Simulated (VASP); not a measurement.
Set up this calculation in VASP 6.6.1, as the native input.

* Task: relaxation of cell and atoms
* Functional: r2SCAN
* Potentials or basis: VASP PAW PBE potentials, release 64 (Cd, S)
* Cutoff: 600 eV
* k mesh: 6 × 6 × 6
* Occupations: methfessel-paxton, width 0.1 eV
* Spin: no spin polarisation
* Dipole correction: no
* Further INCAR settings: ALGO = Normal; EDIFF = 1e-06; IBRION = 2; EDIFFG = -0.005; NSW = 80; ISIF = 3

The system is CdS (Hawleyite).

```
CELL_PARAMETERS angstrom
4.12455 0.00000 0.00000
2.06228 3.57197 0.00000
2.06228 1.19066 3.36768
ATOMIC_POSITIONS crystal
Cd 0.00000 0.00000 0.00000
S 0.25000 0.25000 0.25000
```

One way to write it, as run:

POSCAR

```
CdS
1.0
    4.1245540000      0.0000000000      0.0000000000
    2.0622770000      3.5719685433      0.0000000000
    2.0622770000      1.1906561811      3.3676842389
Cd S
1 1
Direct
    0.0000000000      0.0000000000      0.0000000000
    0.2500000000      0.2500000000      0.2500000000
```

INCAR.step1

```
SYSTEM = CdS
ALGO = Normal
EDIFF = 1E-4
ENCUT = 600
GGA = PE
ISMEAR = 1
LASPH = .True.
LCHARG = .False.
LREAL = .False.
LWAVE = .True.
NELM = 100
PREC = Accurate
SIGMA = 0.1
```

INCAR.step2

```
SYSTEM = CdS
ALGO = Normal
EDIFF = 1E-6
EDIFFG = -0.005
ENCUT = 600
IBRION = 2
ISIF = 3
ISMEAR = 1
ISTART = 1
LASPH = .True.
LCHARG = .False.
LMIXTAU = .True.
LREAL = .False.
LWAVE = .False.
METAGGA = R2SCAN
NELM = 100
NSW = 80
PREC = Accurate
SIGMA = 0.1
```

KPOINTS

```
k-points
0
Gamma
  6 6 6
  0 0 0
```

Potentials or basis: VASP PAW PBE potentials, release 64 (Cd, S).

Run with:

```sh
$ cat potpaw_PBE.64/Cd/POTCAR potpaw_PBE.64/S/POTCAR > POTCAR
$ cp INCAR.step1 INCAR
$ mpirun -np 1 vasp_std > vasp.out
$ cp INCAR.step2 INCAR
$ mpirun -np 1 vasp_std > vasp.out
```

It gave:

The relaxed volume is 25.50 Å³/atom and the relaxed cell is a = 4.162 Å, b = 4.162 Å, c = 4.162 Å, α = 60.00°, β = 60.00°, γ = 60.00°. The space group after relaxing (to 0.05 Å) is F-43m (No. 216), the energy gained by relaxing is 3.7 meV/atom and the ionic steps are 3. The pressure after relaxing is 0.0 GPa and the band gap on the k mesh is 1.53 eV, direct.

Caveat: the PAW data sets were made with another functional, which shifts forces and pressure a little.

It took 2.2 min on 1 thread of Intel(R) Xeon(R) Platinum 8259CL CPU @ 2.50GHz (Skylake/Cascade Lake), on a shared host, peak memory 0.23 GiB.
